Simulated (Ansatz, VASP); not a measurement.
Two plane-wave programs on Ir

```
CELL_PARAMETERS angstrom
0.00000 1.93593 1.93593
1.93593 0.00000 1.93593
1.93593 1.93593 0.00000
ATOMIC_POSITIONS crystal
Ir 0.00000 0.00000 0.00000
```

Alike in both runs: functional PBE; k mesh 18 × 18 × 18; occupations gaussian, width 0.3 eV; no spin polarisation.

Ansatz relaxed the structure, and its values are those at the end. VASP's run is a single point on that final structure, the one shown.

```csv
,VASP,Ansatz
version,VASP 6.6.1,Ansatz 0.2.0
potentials or method,"VASP PAW PBE potentials, release 64 (Ir), cutoff 500 eV","scalar-relativistic, plane waves, PAW"
valence electrons in the cell,9,17
```

```csv
,VASP,Ansatz,Ansatz less VASP
gap on the k mesh at the Fermi level (eV),none,none,-
pressure (GPa),0.5,0.0,-0.47
```

A gap of «none» marks a metal or a gap that the smearing closes. The functional is the same, so the differences come from potentials, cutoffs and numerics. VASP's potentials hold 9 valence electrons a cell and Ansatz's 17, so a difference there can come from the potentials and not from the codes.

Neither program's run includes spin-orbit coupling.
